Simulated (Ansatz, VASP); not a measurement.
**FePt: VASP beside Ansatz**

```
Pt Fe
1.0
     2.72350    0.00000    0.00000
     0.00000    2.72350    0.00000
     0.00000    0.00000    3.72000
Pt Fe
1 1
Direct
  0.50000 0.50000 0.50000
  0.00000 0.00000 0.00000
```

Alike in both runs: task single point; functional LDA; k mesh 10 × 10 × 7; occupations gaussian, width 0.05 eV; collinear spin.

```csv
,VASP,Ansatz
version,VASP 6.6.1,Ansatz 0.2.0
potentials or method,"VASP PAW LDA potentials, release 64 (Pt, Fe), cutoff 520 eV","all-electron LAPW, scalar-relativistic"
```

|  | VASP | Ansatz | Ansatz less VASP |
| --- | --- | --- | --- |
| gap on the k mesh at the Fermi level (eV) | none | none | - |
| pressure (GPa) | -12.7 | -12.8 | -0.07 |
| traceless stress, the component that is largest in VASP (GPa) | 1.09 | 0.93 | -0.163 |
| net moment per atom (μB) | 1.60 | 1.60 | +0.007 |
| size of the moment on the site where the two differ most (μB) | 2.80 | 2.88 | +0.078 |

LDA's correlation is that of Perdew and Zunger in VASP and of Perdew and Wang (1992) in Ansatz. Site moments also hang on the region over which each program counts them. A gap of «none» marks a metal or a gap that the smearing closes. Ansatz ran all-electron here, and VASP with PAW potentials.

Spin-orbit coupling is off throughout.
